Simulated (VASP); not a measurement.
# Y3Zr2F (P6/mmm) in VASP: further runs

Y3Zr2F is run at these levels: PBE; tasks: single point.

Everything below comes from runs of VASP 6.6.1. Logs are shortened: lines on timing, memory, paths and dates and some standing lists are left out, and cuts for length are marked.

**1. The cell of the first run**

The structure is hexagonal, space group P6/mmm (No. 191). Conventional cell: a = 5.455 Å, b = 5.455 Å, c = 5.310 Å, α = 90.00°, β = 90.00°, γ = 120.00°. Y (site symmetry mmm) has 4 Y at 2.73 Å and 4 Zr at 2.96 Å within 3.6 Å. Within 2.0 Å of Zr (site symmetry 6mm) lie 1 F at 1.50 Å. F (site symmetry 6/mmm) has 2 Zr at 1.50 Å within 2.0 Å.

The cell was built from a structure type or drawn by symmetry, and may not be a known phase.

**2. Single point, PBE**

The input, INCAR:

```
ALGO     = Normal         # electronic algorithm
EDIFF    = 1E-6           # SCF threshold, eV
ENCUT    = 520            # plane-wave cutoff, eV
GGA      = PE             # functional
ISIF     = 2              # what is computed and relaxed
ISMEAR   = 0              # smearing method
LASPH    = True           # aspherical terms in the spheres
LCHARG   = False          # write CHGCAR
LREAL    = False          # projectors in reciprocal space
LWAVE    = False          # write WAVECAR
NBANDS   = 41             # bands
NELM     = 80             # most SCF steps
PREC     = Accurate       # precision mode
SIGMA    = 0.1            # smearing width, eV
```

The input, KPOINTS:

```
k-points
0
Gamma
  6 6 4
```

The input, POSCAR:

```
Y3Zr2F
1.0
    5.4547902900      0.0000000000      0.0000000000
   -2.7273951400      4.7239869600      0.0000000000
    0.0000000000      0.0000000000      5.3099250700
Y Zr F
3 2 1
Direct
    0.5000000000      0.0000000000      0.0000000000
    0.0000000000      0.5000000000      0.0000000000
    0.5000000000      0.5000000000      0.0000000000
    0.0000000000      0.0000000000      0.2169373300
    0.0000000000      0.0000000000      0.7830626700
    0.0000000000      0.0000000000      0.5000000000
```

Potentials or basis: VASP PAW PBE potentials, release 64 (Y_sv, Zr_sv, F).

Command:

```
$ cat potpaw_PBE.64/Y_sv/POTCAR potpaw_PBE.64/Zr_sv/POTCAR potpaw_PBE.64/F/POTCAR > POTCAR
$ mpirun -np 1 vasp_std > vasp.out
```

OUTCAR:

```text
EDIFF = 1E-6
   ENCUT = 520
   GGA = PE
   ISIF = 2
   ISMEAR = 0
   LASPH = True
   LREAL = False
   NELM = 80
   PREC = Accurate

 ion  position               nearest neighbor table
   1  0.500  0.000  0.000-   3 2.73   3 2.73   2 2.73   2 2.73   4 2.96   4 2.96   5 2.96   5 2.96

   2  0.000  0.500  0.000-   1 2.73   1 2.73   3 2.73   3 2.73   4 2.96   5 2.96   4 2.96   5 2.96

   3  0.500  0.500  0.000-   1 2.73   1 2.73   2 2.73   2 2.73   4 2.96   5 2.96   4 2.96   5 2.96

   4  0.000  0.000  0.217-   6 1.50   5 2.30   2 2.96   2 2.96   3 2.96   3 2.96   1 2.96   1 2.96
                             5 3.01
   5  0.000  0.000  0.783-   6 1.50   4 2.30   2 2.96   2 2.96   3 2.96   3 2.96   1 2.96   1 2.96
                             4 3.01
   6  0.000  0.000  0.500-   4 1.50   5 1.50

  LATTYP: Found a hexagonal cell.
 ALAT       =     5.4547902900
 C/A-ratio  =     0.9734425684

  Lattice vectors:

 A1 = (   5.4547902900,   0.0000000000,   0.0000000000)
 A2 = (  -2.7273951400,   4.7239869600,   0.0000000000)
 A3 = (   0.0000000000,   0.0000000000,   5.3099250700)

Analysis of symmetry for initial positions (statically):
=====================================================================
 Subroutine PRICEL returns:
 Original cell was already a primitive cell.

 Routine SETGRP: Setting up the symmetry group for a
 hexagonal supercell.

 Subroutine GETGRP returns: Found 24 space group operations
 (whereof 24 operations were pure point group operations)
 out of a pool of 24 trial point group operations.

The static configuration has the point symmetry D_6h.

Analysis of symmetry for dynamics (positions and initial velocities):
=====================================================================
 Subroutine PRICEL returns:
 Original cell was already a primitive cell.

 Routine SETGRP: Setting up the symmetry group for a
 hexagonal supercell.

 Subroutine GETGRP returns: Found 24 space group operations
 (whereof 24 operations were pure point group operations)
 out of a pool of 24 trial point group operations.

The dynamic configuration has the point symmetry D_6h.

 Subroutine INISYM returns: Found 24 space group operations
 (whereof 24 operations are pure point group operations),
 and found     1 'primitive' translations

----------------------------------------------------------------------------------------

                                     Primitive cell

  volume of cell :     136.8281

  direct lattice vectors                    reciprocal lattice vectors
     5.454790290  0.000000000  0.000000000     0.183325105  0.105842798  0.000000000
    -2.727395140  4.723986960  0.000000000     0.000000000  0.211685597  0.000000000
     0.000000000  0.000000000  5.309925070     0.000000000  0.000000000  0.188326575

  length of vectors
     5.454790290  5.454790285  5.309925070     0.211685597  0.211685597  0.188326575

  position of ions in fractional coordinates (direct lattice)
     0.500000000  0.000000000  0.000000000
     1.000000000  0.500000000  0.000000000
     0.500000000  0.500000000  0.000000000
     0.000000000  0.000000000  0.216937330
     0.000000000  0.000000000  0.783062670
     0.000000000  0.000000000  0.500000000

  ion indices of the primitive-cell ions
   primitive index   ion index
                 1           1
                 2           2
                 3           3
                 4           4
                 5           5
                 6           6

----------------------------------------------------------------------------------------

 KPOINTS: k-points

Automatic generation of k-mesh.
 Grid dimensions read from file:
 generate k-points for:    6    6    4

 Generating k-lattice:

  Cartesian coordinates                     Fractional coordinates (reciprocal lattice)
     0.030554184  0.017640466  0.000000000     0.166666667 -0.000000000  0.000000000
     0.000000000  0.035280933  0.000000000     0.000000000  0.166666667  0.000000000
     0.000000000  0.000000000  0.047081644     0.000000000  0.000000000  0.250000000

  Length of vectors
     0.035280933  0.035280933  0.047081644

  Shift w.r.t. Gamma in fractional coordinates (k-lattice)
     0.000000000  0.000000000  0.000000000

 Subroutine IBZKPT returns following result:
 ===========================================

 Found     21 irreducible k-points:

 Following reciprocal coordinates:
            Coordinates               Weight
  0.000000  0.000000  0.000000      1.000000
  0.166667 -0.000000  0.000000      6.000000
  0.333333 -0.000000  0.000000      6.000000
  0.500000 -0.000000  0.000000      3.000000
  0.166667  0.166667  0.000000      6.000000
  0.333333  0.166667  0.000000     12.000000
[... 13 lines left out ...]
  0.333333  0.166667  0.500000     12.000000
  0.333333  0.333333  0.500000      2.000000
   k-points           NKPTS =     21   k-points in BZ     NKDIM =     21   number of bands    NBANDS=     41
   number of dos      NEDOS =    301   number of ions     NIONS =      6
   total plane-waves  NPLWV =  70560
   dimension x,y,z NGX =    42 NGY =   42 NGZ =   40
   dimension x,y,z NGXF=    84 NGYF=   84 NGZF=   80
   ions per type =               3   2   1
   NGX,Y,Z   is equivalent  to a cutoff of  12.80, 12.80, 12.52 a.u.
   NGXF,Y,Z  is equivalent  to a cutoff of  25.60, 25.60, 25.05 a.u.
 SYSTEM =  unknown system
   PREC   = accura    normal or accurate (medium, high low for compatibility)
   ISTART =      0    job   : 0-new  1-cont  2-samecut
   ICHARG =      2    charge: 1-file 2-atom 10-const
   ISPIN  =      1    spin polarized calculation?
   LNONCOLLINEAR =      F non collinear calculations
   LSORBIT =      F    spin-orbit coupling
   LASPH  =      T    aspherical Exc in radial PAW
   ENCUT  =  520.0 eV  38.22 Ry    6.18 a.u.  10.14 10.14  9.87*2*pi/ulx,y,z
   NELM   =     80;   NELMIN=  2; NELMDL= -5     # of ELM steps
   EDIFF  = 0.1E-05   stopping-criterion for ELM
   LREAL  =      F    real-space projection
[... 7 lines left out ...]
   TEBEG  =    0.0;   TEEND  =   0.0 temperature during run
   PSTRESS=    0.0 pullay stress
   NELECT =      64.0000    total number of electrons
   NUPDOWN=      -1.0000    fix difference up-down
   EMIN   =  10.00;   EMAX   =-10.00  energy-range for DOS
   EFERMI =   0.00;   METHOD = LEGACY
   ISMEAR =     0;   SIGMA  =   0.10  broadening in eV -4-tet -1-fermi 0-gaus
   EFERMI_NEDOS =   21; number of points for ismear=-14 and -15
   IALGO  =     38    algorithm
   IMIX   =      4    mixing-type and parameters
     AMIX     =   0.40;   BMIX     =  1.00
     AMIX_MAG =   1.60;   BMIX_MAG =  1.00
  volume/ion in A,a.u.               =      22.80       153.89
  Fermi-wavevector in a.u.,A,eV,Ry     =   1.270798  2.401460 21.972415  1.614927
  Thomas-Fermi vector in A             =   2.403766
   LORBIT       =      0    0 simple, 1 ext, 2 COOP (PROOUT), +10 PAW based schemes
   GGA     = PE    functional components
   LHFCALC =     F    Hartree Fock is set to
   AEXX    =    0.0000 exact exchange contribution
   IVDW    =     0    specifies the selected vdW correction
   LEPSILON=     F    determine dielectric tensor
   LRPA    =     F    only Hartree local field effects (RPA)
 non-spin polarized calculation
 Gauss-broadening in eV      SIGMA  =   0.10
  energy-cutoff  :      520.00
  volume of cell :      136.83
 maximum number of plane-waves:      3716
 NGX is ok and might be reduce to    42
   NGX = 21   NGY = 21   NGZ = 19

 number of electron      63.9999975 magnetization

 Free energy of the ion-electron system (eV)
  ---------------------------------------------------
  ext. energy  EPLUGINS =         0.00000000
  ---------------------------------------------------
  free energy    TOTEN  =       -19.51933109 eV

  energy without entropy =      -19.50163528  energy(sigma->0) =      -19.51048318

 E-fermi :   5.2742     XC(G=0):  -9.9606

 val. band max:        5.2319327451   @ k =   0.1667  -0.0000   0.0000
 cond. band min:       5.2802504189   @ k =   0.3333  -0.0000   0.5000
 fundamental gap:      0.0483176738
 Fermi energy:         5.2742071492

 k-point     1 :       0.0000    0.0000    0.0000
  band No.  band energies     occupation
      1     -44.2878      2.00000
      2     -43.3240      2.00000
      3     -36.8863      2.00000
      4     -36.2193      2.00000
      5     -36.2193      2.00000
      6     -31.0885      2.00000
[... 33 lines left out ...]
     40       8.9396      0.00000
     41       8.9396      0.00000

 k-point     2 :       0.1667   -0.0000    0.0000
  band No.  band energies     occupation
      1     -44.2875      2.00000
      2     -43.3240      2.00000
      3     -36.8505      2.00000
      4     -36.2624      2.00000
      5     -36.2201      2.00000
      6     -31.0901      2.00000
[... 33 lines left out ...]
     40       7.8032      0.00000
     41       8.5648      0.00000

 k-point     3 :       0.3333   -0.0000    0.0000
  band No.  band energies     occupation
      1     -44.2869      2.00000
      2     -43.3239      2.00000
      3     -36.7564      2.00000
      4     -36.3709      2.00000
      5     -36.2218      2.00000
      6     -31.0935      2.00000
[... 33 lines left out ...]
     40       8.2268      0.00000
     41       8.3674      0.00000

 k-point     4 :       0.5000   -0.0000    0.0000
  band No.  band energies     occupation
      1     -44.2866      2.00000
      2     -43.3239      2.00000
      3     -36.6795      2.00000
      4     -36.4549      2.00000
      5     -36.2226      2.00000
      6     -31.0952      2.00000
[... 693 lines left out ...]
     40       8.4866      0.00000
     41       8.8515      0.00000

 k-point    20 :       0.3333    0.1667    0.5000
  band No.  band energies     occupation
      1     -43.8756      2.00000
      2     -43.8079      2.00000
      3     -36.6786      2.00000
      4     -36.4557      2.00000
      5     -36.2216      2.00000
      6     -30.1413      2.00000
[... 33 lines left out ...]
     40       8.5499      0.00000
     41       8.6380      0.00000

 k-point    21 :       0.3333    0.3333    0.5000
  band No.  band energies     occupation
      1     -43.8754      2.00000
      2     -43.8079      2.00000
      3     -36.5695      2.00000
      4     -36.5695      2.00000
      5     -36.2212      2.00000
      6     -30.1413      2.00000
[... 33 lines left out ...]
     40       8.4715      0.00000
     41       8.4716      0.00000

------------------------ aborting loop because EDIFF is reached ----------------------------------------

  FORCE on cell =-STRESS in cart. coord.  units (eV):
  Direction    XX          YY          ZZ          XY          YZ          ZX
  --------------------------------------------------------------------------------------
  -------------------------------------------------------------------------------------
  Total       27.2867887     27.2867886    114.8721991      0.0000000     -0.0000000     -0.0000000
  in kB      319.5125110    319.5125105   1345.0870022      0.0000003     -0.0000000     -0.0000000
  external PRESSURE =     661.3706746 kB  Pullay stress =       0.0000000 kB

 VOLUME and BASIS-vectors are now :
 -----------------------------------------------------------------------------
  energy-cutoff  :      520.00
  volume of cell :      136.83
      direct lattice vectors                 reciprocal lattice vectors
     5.454790290  0.000000000  0.000000000     0.183325105  0.105842798  0.000000000
    -2.727395140  4.723986960  0.000000000     0.000000000  0.211685597  0.000000000
     0.000000000  0.000000000  5.309925070     0.000000000  0.000000000  0.188326575

 POSITION                                       TOTAL-FORCE (eV/Angst)
 -----------------------------------------------------------------------------------
      2.72740      0.00000      0.00000        -0.000000     -0.000000     -0.000000
     -1.36370      2.36199      0.00000        -0.000000     -0.000000     -0.000000
      1.36370      2.36199      0.00000        -0.000000     -0.000000     -0.000000
      0.00000      0.00000      1.15192         0.000000      0.000000    -29.228572
      0.00000      0.00000      4.15800         0.000000     -0.000000     29.228572
      0.00000      0.00000      2.65496        -0.000000     -0.000000     -0.000000
 -----------------------------------------------------------------------------------
    total drift:                                0.000000      0.000000     -0.000000

  FREE ENERGIE OF THE ION-ELECTRON SYSTEM (eV)
  ---------------------------------------------------
  free  energy   TOTEN  =       -19.5193310866 eV

  energy  without entropy=      -19.5016352815  energy(sigma->0) =      -19.51048318
```

Wall time 2.7 min (1 thread of Oxide Virtual Turin-like, shared host); peak memory 0.29 GiB.

Results:

```yaml
Free_energy: -19.5193 eV
Pressure: 66.1 GPa
Largest_force: 29.229 eV/Å
Band_gap_on_the_k_mesh: zero (bands 32 and 33 overlap by 0.77 eV)
```

Forces in eV/Å, atoms in the order of the input:
```
Y     0.000   0.000   0.000
Y     0.000   0.000   0.000
Y     0.000   0.000   0.000
Zr    0.000   0.000 -29.229
Zr    0.000   0.000  29.229
F     0.000   0.000   0.000
```

Caveat: the cell stands under pressure; forces of over 1 eV/Å act on the atoms, so gaps and moduli don't describe the material at rest.

(Continued in part 2 of 2.)
